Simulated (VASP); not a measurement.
# Sn5Se6S4 (P1) in VASP: single point with PBE+D3(BJ)

Aim: the single point of Sn5Se6S4 with PBE+D3(BJ).

All numbers are computed with VASP 6.6.1; they aren't measurements. Logs are shortened: lines on timing, memory, paths and dates and some standing lists are left out, and cuts for length are marked.

### 1 The cell of the first run

The typed cell holds 15 atoms: a = 5.949 Å, b = 6.530 Å, c = 9.978 Å, α = 109.10°, β = 89.95°, γ = 90.12°.

### 2 Single point, PBE+D3(BJ)

INCAR

```
SYSTEM = Sn5Se6S4
PREC     = Accurate       ! precision mode
ENCUT    = 520            ! plane-wave cutoff, eV
EDIFF    = 1E-6           ! SCF threshold, eV
ISMEAR   = 0              ! smearing method
SIGMA    = 0.02           ! smearing width, eV
LREAL    = Auto         
LASPH    = .True.         ! aspherical terms in the spheres
NELM     = 60             ! most SCF steps
ALGO     = Normal         ! electronic algorithm
ISIF     = 2              ! what is computed and relaxed
LWAVE    = .False.        ! write WAVECAR
LCHARG   = .False.        ! write CHGCAR
GGA      = PE             ! functional
IVDW     = 12             ! dispersion correction
NBANDS   = 78             ! bands
```

KPOINTS

```
Automatic mesh
0
Gamma
  2 2 2
  0 0 0
```

POSCAR

```
Sn5Se6S4
1.0
   -0.0008073151      0.0063323860     -5.9487153531
    0.0001583650     -6.5301501552      0.0068618075
   -9.4283253030      3.2653042658     -0.0046814205
Sn Se S
5 6 4
Direct
    0.0028127642      0.8039463099      0.6027606004
    0.0027144615      0.4029548173      0.7998500442
    0.0009086919      0.6024542227      0.1970412233
    0.0045390688      0.1976634799      0.4002917103
    0.0055100406     -0.0069138929      0.0000510155
    0.7322848803      0.4674912280      0.6023368074
    0.7329362022      0.0665830783      0.8019519803
    0.7348587711      0.2638689045      0.1983078433
    0.7320663622      0.8663581665      0.3981353425
    0.2723110467      0.5357247613      0.4018904195
    0.2745944829      0.3335053765      0.9977686445
    0.7586227565      0.6665869404     -0.0005105881
    0.2473986225      0.1335688140      0.5996565443
    0.2492376511      0.9322937946      0.1998632398
    0.2492041977      0.7339139989      0.8006051727
```

Potentials or basis: VASP PAW PBE potentials, release 64 (Sn_d, Se, S).

On the command line:

```sh
> cat potpaw_PBE.64/Sn_d/POTCAR potpaw_PBE.64/Se/POTCAR potpaw_PBE.64/S/POTCAR > POTCAR
> mpirun -np 1 vasp_std > vasp.out
```

OUTCAR:

```text
SYSTEM = Sn5Se6S4
   PREC = Accurate
   ENCUT = 520
   EDIFF = 1E-6
   ISMEAR = 0
   LREAL = Auto
   LASPH = .True.
   NELM = 60
   ISIF = 2
   GGA = PE
   IVDW = 12
 IVDW          = 12

 ion  position               nearest neighbor table
   1  0.003  0.804  0.603-  13 2.60  15 2.62   7 2.69  10 2.71   6 2.72   9 2.74   5 3.75   4 3.75
                             2 3.75
   2  0.003  0.403  0.800-  15 2.61  12 2.61  13 2.63   6 2.68  11 2.70   7 2.72   5 3.72   3 3.74
                             1 3.75
   3  0.001  0.602  0.197-  12 2.59  14 2.60   9 2.70   8 2.72  11 2.72  10 2.75   5 3.69   2 3.74
                             4 3.75
   4  0.005  0.198  0.400-  13 2.60  14 2.62   9 2.70  10 2.72   8 2.72   6 2.73   3 3.75   1 3.75

   5  0.006  0.993  0.000-  12 2.58  15 2.59  14 2.60   8 2.71   7 2.72  11 2.74   3 3.69   2 3.72
                             1 3.75
   6  0.732  0.467  0.602-   2 2.68   1 2.72   4 2.73
   7  0.733  0.067  0.802-   1 2.69   5 2.72   2 2.72
   8  0.735  0.264  0.198-   5 2.71   3 2.72   4 2.72
   9  0.732  0.866  0.398-   4 2.70   3 2.70   1 2.74
  10  0.272  0.536  0.402-   1 2.71   4 2.72   3 2.75
  11  0.275  0.334  0.998-   2 2.70   3 2.72   5 2.74
  12  0.759  0.667  0.999-   5 2.58   3 2.59   2 2.61
  13  0.247  0.134  0.600-   4 2.60   1 2.60   2 2.63
  14  0.249  0.932  0.200-   5 2.60   3 2.60   4 2.62
  15  0.249  0.734  0.801-   5 2.59   2 2.61   1 2.62

  LATTYP: Found a triclinic cell.
 ALAT       =    22.2751550901
 B/A-ratio  =     0.3961436516
 C/A-ratio  =     0.8465257519
 COS(alpha) =     0.0001448821
 COS(beta)  =     0.4233705259
 COS(gamma) =     0.9006128530

  Lattice vectors:

 A1 = (   9.4294648382,  16.3124814278,  11.8815267042)
 A2 = (   0.0006489501,   6.5238177692,   5.9418535456)
 A3 = (  18.8564922410,  -0.0004583764,   0.0025010335)

Analysis of symmetry for initial positions (statically):
=====================================================================
 Subroutine PRICEL returns:
 Original cell was already a primitive cell.

 Routine SETGRP: Setting up the symmetry group for a
 triclinic supercell.

 Subroutine GETGRP returns: Found  1 space group operations
 (whereof  1 operations were pure point group operations)
 out of a pool of  2 trial point group operations.

The static configuration has the point symmetry C_1 .

Analysis of symmetry for dynamics (positions and initial velocities):
=====================================================================
 Subroutine PRICEL returns:
 Original cell was already a primitive cell.

 Routine SETGRP: Setting up the symmetry group for a
 triclinic supercell.

 Subroutine GETGRP returns: Found  1 space group operations
 (whereof  1 operations were pure point group operations)
 out of a pool of  2 trial point group operations.

The dynamic configuration has the point symmetry C_1 .

 Subroutine INISYM returns: Found  1 space group operations
 (whereof  1 operations are pure point group operations),
 and found     1 'primitive' translations

----------------------------------------------------------------------------------------

                                     Primitive cell

  volume of cell :     366.2493

  direct lattice vectors                    reciprocal lattice vectors
    -0.000807315  0.006332386 -5.948715353     0.000022292 -0.000176641 -0.168103713
     0.000158365 -6.530150155  0.006861807    -0.053035835 -0.153137285 -0.000155816
    -9.428325303  3.265304266 -0.004681421    -0.106064268 -0.000002557  0.000014392

  length of vectors
     5.948718778  6.530153762  9.977752847     0.168103807  0.162061261  0.106064269

  position of ions in fractional coordinates (direct lattice)
     0.002812764  0.803946310  0.602760600
     0.002714461  0.402954817  0.799850044
     0.000908692  0.602454223  0.197041223
     0.004539069  0.197663480  0.400291710
     0.005510041  0.993086107  0.000051015
     0.732284880  0.467491228  0.602336807
     0.732936202  0.066583078  0.801951980
[... 34 lines left out ...]

 Generating k-lattice:

  Cartesian coordinates                     Fractional coordinates (reciprocal lattice)
     0.000011146 -0.000088320 -0.084051856     0.500000000  0.000000000 -0.000000000
    -0.026517917 -0.076568643 -0.000077908    -0.000000000  0.500000000 -0.000000000
    -0.053032134 -0.000001279  0.000007196     0.000000000  0.000000000  0.500000000

  Length of vectors
     0.084051903  0.081030630  0.053032134

  Shift w.r.t. Gamma in fractional coordinates (k-lattice)
     0.000000000  0.000000000  0.000000000

 Subroutine IBZKPT returns following result:
 ===========================================

 Found      8 irreducible k-points:

 Following reciprocal coordinates:
            Coordinates               Weight
  0.000000  0.000000  0.000000      1.000000
  0.500000 -0.000000 -0.000000      1.000000
  0.000000  0.500000  0.000000      1.000000
  0.500000  0.500000 -0.000000      1.000000
 -0.000000 -0.000000  0.500000      1.000000
  0.500000 -0.000000  0.500000      1.000000
  0.000000  0.500000  0.500000      1.000000
  0.500000  0.500000  0.500000      1.000000
   k-points           NKPTS =      8   k-points in BZ     NKDIM =      8   number of bands    NBANDS=     78
   number of dos      NEDOS =    301   number of ions     NIONS =     15
   total plane-waves  NPLWV = 192000
   dimension x,y,z NGX =    48 NGY =   50 NGZ =   80
   dimension x,y,z NGXF=    96 NGYF=  100 NGZF=  160
   ions per type =               5   6   4
   NGX,Y,Z   is equivalent  to a cutoff of  13.41, 12.73, 13.33 a.u.
   NGXF,Y,Z  is equivalent  to a cutoff of  26.83, 25.46, 26.66 a.u.
 SYSTEM =  Sn5Se6S4
   PREC   = accura    normal or accurate (medium, high low for compatibility)
   ISTART =      0    job   : 0-new  1-cont  2-samecut
   ICHARG =      2    charge: 1-file 2-atom 10-const
   ISPIN  =      1    spin polarized calculation?
   LNONCOLLINEAR =      F non collinear calculations
   LSORBIT =      F    spin-orbit coupling
   LASPH  =      T    aspherical Exc in radial PAW
   ENCUT  =  520.0 eV  38.22 Ry    6.18 a.u.  11.06 12.14 18.55*2*pi/ulx,y,z
   NELM   =     60;   NELMIN=  2; NELMDL= -5     # of ELM steps
   EDIFF  = 0.1E-05   stopping-criterion for ELM
   LREAL  =      T    real-space projection
   EDIFFG = 0.1E-04   stopping-criterion for IOM
   NSW    =      0    number of steps for IOM
   IBRION =     -1    ionic relax: 0-MD 1-quasi-New 2-CG
   NFREE  =      0    steps in history (QN), initial steepest desc. (CG)
   ISIF   =      2    stress and relaxation
   ISYM   =      2    0-nonsym 1-usesym 2-fastsym
   POTIM  = 0.5000    time-step for ionic-motion
   TEBEG  =    0.0;   TEEND  =   0.0 temperature during run
   PSTRESS=    0.0 pullay stress
   NELECT =     130.0000    total number of electrons
   NUPDOWN=      -1.0000    fix difference up-down
   EMIN   =  10.00;   EMAX   =-10.00  energy-range for DOS
   EFERMI =   0.00;   METHOD = LEGACY
   ISMEAR =     0;   SIGMA  =   0.02  broadening in eV -4-tet -1-fermi 0-gaus
   EFERMI_NEDOS =   21; number of points for ismear=-14 and -15
   IALGO  =     38    algorithm
   IMIX   =      4    mixing-type and parameters
     AMIX     =   0.40;   BMIX     =  1.00
     AMIX_MAG =   1.60;   BMIX_MAG =  1.00
  volume/ion in A,a.u.               =      24.42       164.77
  Fermi-wavevector in a.u.,A,eV,Ry     =   1.159125  2.190429 18.280397  1.343571
  Thomas-Fermi vector in A             =   2.295721
   LORBIT       =      0    0 simple, 1 ext, 2 COOP (PROOUT), +10 PAW based schemes
   GGA     = PE    functional components
   LHFCALC =     F    Hartree Fock is set to
   AEXX    =    0.0000 exact exchange contribution
   IVDW    =    12    specifies the selected vdW correction
   LEPSILON=     F    determine dielectric tensor
   LRPA    =     F    only Hartree local field effects (RPA)
 non-spin polarized calculation
 Gauss-broadening in eV      SIGMA  =   0.02
  energy-cutoff  :      520.00
  volume of cell :      366.25
 maximum number of plane-waves:      9880
 NGX is ok and might be reduce to    48
   NGX = 23   NGY = 25   NGZ = 37

 number of electron     130.0000008 magnetization

 Free energy of the ion-electron system (eV)
  ---------------------------------------------------
  ext. energy  EPLUGINS =         0.00000000
  ---------------------------------------------------
  free energy    TOTEN  =       -61.65704450 eV

  energy without entropy =      -61.65704450  energy(sigma->0) =      -61.65704450

 E-fermi :   4.7346     XC(G=0):  -9.5860

 val. band max:        4.5824729605   @ k =  -0.0000  -0.0000   0.5000
 cond. band min:       5.4304135719   @ k =   0.5000  -0.0000   0.5000
 fundamental gap:      0.8479406115
 Fermi energy:         4.7345651060

 k-point     1 :       0.0000    0.0000    0.0000
  band No.  band energies     occupation
      1     -16.7481      2.00000
      2     -16.7407      2.00000
      3     -16.7369      2.00000
      4     -16.7338      2.00000
      5     -16.7046      2.00000
      6     -16.7040      2.00000
[... 629 lines left out ...]
     76       9.4208      0.00000
     77       9.9797      0.00000
 [bands above 77 left out]

------------------------ aborting loop because EDIFF is reached ----------------------------------------

 Edisp (eV)   -5.23478

 E8    (eV) :    -2.2343

  FORCE on cell =-STRESS in cart. coord.  units (eV):
  Direction    XX          YY          ZZ          XY          YZ          ZX
  --------------------------------------------------------------------------------------
  -------------------------------------------------------------------------------------
  Total       0.06425     0.02172    -0.51018    -0.00496    -0.03828    -0.00337
  in kB       0.28109     0.09502    -2.23183    -0.02170    -0.16746    -0.01473
  external pressure =       -0.62 kB  Pullay stress =        0.00 kB

 VOLUME and BASIS-vectors are now :
 -----------------------------------------------------------------------------
  energy-cutoff  :      520.00
  volume of cell :      366.25
      direct lattice vectors                 reciprocal lattice vectors
    -0.000807315  0.006332386 -5.948715353     0.000022292 -0.000176641 -0.168103713
     0.000158365 -6.530150155  0.006861807    -0.053035835 -0.153137285 -0.000155816
    -9.428325303  3.265304266 -0.004681421    -0.106064268 -0.000002557  0.000014392

 POSITION                                       TOTAL-FORCE (eV/Angst)
 -----------------------------------------------------------------------------------
     -5.68290     -3.28168     -0.01404        -0.011605     -0.004259      0.000640
     -7.54118     -0.01958     -0.01713         0.001271     -0.012010     -0.004365
     -1.85767     -3.29071     -0.00219         0.006408     -0.027069      0.001121
     -3.77405      0.01633     -0.02752        -0.008786      0.016523     -0.007340
     -0.00033     -6.48480     -0.02596         0.009380      0.038152     -0.011067
     -5.67954     -1.08134     -4.35577        -0.012360     -0.008375      0.019085
     -7.56165      2.18846     -4.36333        -0.003250     -0.000448      0.018251
     -1.87026     -1.07091     -4.37058         0.002315     -0.011782      0.023150
     -3.75420     -4.35278     -4.35077         0.011016      0.000575      0.028268
     -3.78929     -2.18434     -1.61811        -0.000761      0.012245     -0.033735
     -9.40746      1.08192     -1.63587         0.007332      0.001897     -0.027230
     -9.42402     -1.08447     -4.51294        -0.004168     -0.001992     -0.010903
     -5.65394      1.08740     -1.47359         0.001345      0.000606     -0.003136
     -1.88443     -5.43383     -1.47718         0.008086     -0.002956      0.004330
     -7.54845     -2.17677     -1.48116        -0.006221     -0.001107      0.002930
 -----------------------------------------------------------------------------------
    total drift:                               -0.013392      0.004632      0.022428

  FREE ENERGIE OF THE ION-ELECTRON SYSTEM (eV)
  ---------------------------------------------------
  free  energy   TOTEN  =       -66.8918272390 eV

  energy  without entropy=      -66.8918272390  energy(sigma->0) =      -66.89182724
```

Wall time 3.8 min (1 thread of Intel Xeon Platinum 8488C (Sapphire Rapids), shared host); peak memory 0.5 GiB.

Results:

```
Free energy                : -66.8918 eV
Pressure                   : -0.1 GPa
Largest force              : 0.041 eV/Å
Band gap on the k mesh     : 0.85 eV, indirect (least direct gap 1.16 eV)
Dispersion energy per atom : -0.349 eV
```

Forces in eV/Å, atoms in the order of the input:
```
Sn  -0.012 -0.004  0.001
Sn   0.001 -0.012 -0.004
Sn   0.006 -0.027  0.001
Sn  -0.009  0.017 -0.007
Sn   0.009  0.038 -0.011
Se  -0.012 -0.008  0.019
Se  -0.003  0.000  0.018
Se   0.002 -0.012  0.023
Se   0.011  0.001  0.028
Se  -0.001  0.012 -0.034
Se   0.007  0.002 -0.027
S   -0.004 -0.002 -0.011
S    0.001  0.001 -0.003
S    0.008 -0.003  0.004
S   -0.006 -0.001  0.003
```

Levels at points of the mesh, in eV from the valence-band top:
```tsv
k point	band 62	band 63	band 64	band 65	band 66	band 67	band 68	band 69
(0.00, 0.00, 0.00)	-0.53	-0.45	-0.43	-0.11	1.05	1.31	1.33	1.82
(0.50, 0.00, 0.00)	-0.47	-0.43	-0.26	-0.24	1.90	1.98	2.05	2.13
(0.00, 0.50, 0.00)	-0.56	-0.39	-0.30	-0.13	1.22	1.60	1.68	2.09
(0.50, 0.50, 0.00)	-0.80	-0.77	-0.72	-0.70	0.85	1.50	1.52	1.86
(0.00, 0.00, 0.50)	-0.59	-0.39	-0.12	0.00	1.17	1.20	1.31	2.26
(0.50, 0.00, 0.50)	-0.53	-0.47	-0.37	-0.34	0.85	2.20	2.27	2.34
(0.00, 0.50, 0.50)	-0.54	-0.41	-0.35	-0.10	1.25	1.60	1.64	2.08
(0.50, 0.50, 0.50)	-0.84	-0.78	-0.70	-0.69	0.85	1.47	1.55	1.84
```

Caveat: the k points lie up to 0.53 Å⁻¹ apart; spin-orbit coupling is left out, which moves the levels of the heavy elements. A k mesh can miss the band edges.
